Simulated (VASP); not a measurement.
Set up this calculation in VASP 6.6.1, as the native input.

| Quantity | Value |
| --- | --- |
| Task | single point |
| Functional | LDA |
| Potentials or basis | VASP PAW LDA potentials, release 64 (Pd) |
| Cutoff | 520 eV |
| k mesh | 18 × 18 × 18 |
| Occupations | fermi-dirac, width 0.05 eV |
| Spin | collinear spin |
| Starting moments | [0.5, -0.5] μB |
| Dipole correction | no |
| Further INCAR settings | ALGO = Normal; EDIFF = 1e-06; NBANDS = 21 |

The structure of Pd lies in POSCAR:

```
Pd
1.0
    0.0000000000      2.5709380197      2.5709380197
    2.5709380197      0.0000000000      2.5709380197
    2.5709380197      2.5709380197      0.0000000000
Pd
2
Direct
    0.0000000000      0.0000000000      0.0000000000
    0.5000000000      0.5000000000      0.5000000000
```

This isn't the form of Pd at room conditions, which is fcc.

The input as run:

INCAR

```
SYSTEM = Pd
PREC     = Accurate       ! precision mode
ENCUT    = 520            ! plane-wave cutoff, eV
EDIFF    = 1E-6           ! SCF threshold, eV
ISMEAR   = -1             ! smearing method
SIGMA    = 0.05           ! smearing width, eV
LREAL    = .FALSE.        ! projectors in reciprocal space
LASPH    = .TRUE.         ! aspherical terms in the spheres
NELM     = 150            ! most SCF steps
ALGO     = Normal         ! electronic algorithm
ISIF     = 2              ! what is computed and relaxed
LWAVE    = .FALSE.        ! write WAVECAR
LCHARG   = .FALSE.        ! write CHGCAR
ISPIN    = 2              ! spin polarisation
MAGMOM   = 0.5 -0.5       ! initial moments
LORBIT   = 11             ! projections on sites
LMAXMIX  = 4              ! l up to which the mixer works
NBANDS   = 21             ! bands
```

KPOINTS

```
Automatic mesh
0
G
  18 18 18
  0 0 0
```

Potentials or basis: VASP PAW LDA potentials, release 64 (Pd).

Run with:

```console
$ cat potpaw_LDA.64/Pd/POTCAR > POTCAR
$ mpirun -np 1 vasp_std > vasp.out
```

It gave:

| Item | Value |
| --- | --- |
| Pressure | -5.6 GPa |
| Band gap on the k mesh | zero (filled and empty bands overlap) |
| Net moment | 0.00 μB per cell |
| Valence electrons inside the program's atomic spheres | Pd 9.42 |

Caveat: the cell stands under tension.

It took 6.1 min on 1 thread of Oxide Virtual Turin-like Processor, with other jobs on the host, peak memory 0.25 GiB.
